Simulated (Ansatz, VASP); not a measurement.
**Hf2N in VASP and in Ansatz**

```
CELL_PARAMETERS angstrom
5.29554 0.00000 0.00000
0.00000 5.29554 0.00000
0.00000 0.00000 3.22745
ATOMIC_POSITIONS crystal
Hf 0.29546 0.29546 0.00000
Hf 0.70454 0.70454 0.00000
Hf 0.79546 0.20454 0.50000
Hf 0.20454 0.79546 0.50000
N 0.00000 0.00000 0.00000
N 0.50000 0.50000 0.50000
```

Alike in both runs: functional PBEsol; k mesh 8 × 8 × 12; occupations gaussian, width 0.1 eV; no spin polarisation.

Ansatz relaxed the structure, and its values are those at the end. VASP's run is a single point on that final structure, the one shown.

|  | VASP | Ansatz |
| --- | --- | --- |
| version | VASP 6.6.1 | Ansatz 0.2.0 |
| potentials or method | VASP PAW PBE potentials, release 64 (Hf_pv, N), cutoff 520 eV | scalar-relativistic, plane waves, PAW |
| valence electrons in the cell | 50 | 114 |

Ansatz gave:

| Quantity | Value |
| --- | --- |
| gap on the k mesh at the Fermi level (eV) | none |
| pressure (GPa) | 0.0 |

Q: Estimate VASP's values.

A: gap on the k mesh at the Fermi level (eV): none; pressure (GPa): -1.0.

VASP's potentials were made for PBE, not for PBEsol. A gap of «none» marks a metal or a gap that the smearing closes. VASP's potentials hold 50 valence electrons a cell and Ansatz's 114, so a difference there can come from the potentials and not from the codes.

Spin-orbit coupling is off throughout.
